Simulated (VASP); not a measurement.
Wanted: the native input for a VASP 6.6.1 run.

| Property | Result |
| --- | --- |
| Task | single point |
| Functional | LDA |
| Potentials or basis | VASP PAW LDA potentials, release 64 (Pt) |
| Cutoff | 520 eV |
| k mesh | 22 × 22 × 22 |
| Occupations | gaussian, width 0.15 eV |
| Spin | no spin polarisation |
| Dipole correction | no |
| Further INCAR settings | ALGO = Fast; EDIFF = 1e-07; NBANDS = 11 |

The structure of Pt lies in POSCAR:

```
Pt
1.0
    0.0000000000      2.1534833646      1.4637226429
    2.1534833646      0.0000000000      1.4637226429
    2.1534833646      2.1534833646      0.0000000000
Pt
1
Direct
    0.0000000000      0.0000000000      0.0000000000
```

This cell differs from its parent crystal: volume 13.576 Å^3 an atom, c/a of the conventional cell 0.6797.

One way to write it, as run:

INCAR

```
SYSTEM = Pt
ALGO = Fast
EDIFF = 1E-7
ENCUT = 520
ISIF = 2
ISMEAR = 0
LASPH = .TRUE.
LCHARG = .TRUE.
LELF = .TRUE.
LREAL = .FALSE.
LVHAR = .TRUE.
LWAVE = .FALSE.
NBANDS = 11
NELM = 60
PREC = Accurate
SIGMA = 0.15
```

KPOINTS

```
k-points
0
G
  22 22 22
  0 0 0
```

Potentials or basis: VASP PAW LDA potentials, release 64 (Pt).

The run is started by

```console
$ cat potpaw_LDA.64/Pt/POTCAR > POTCAR
$ mpirun -np 1 vasp_std > vasp.out
```

It gave:

| Quantity | Value |
| --- | --- |
| Pressure | 36.9 GPa |
| Band gap on the k mesh | zero (band 5 reaches 14.40 eV, above the bottom of band 6 at 11.58 eV) |

Caveat: spin-orbit coupling is left out, which moves the levels of the heavy elements.

Run time: 89 s on 1 thread of AMD EPYC 9R45 96-Core Processor (Zen 5) (shared host), peak memory 0.2 GiB.
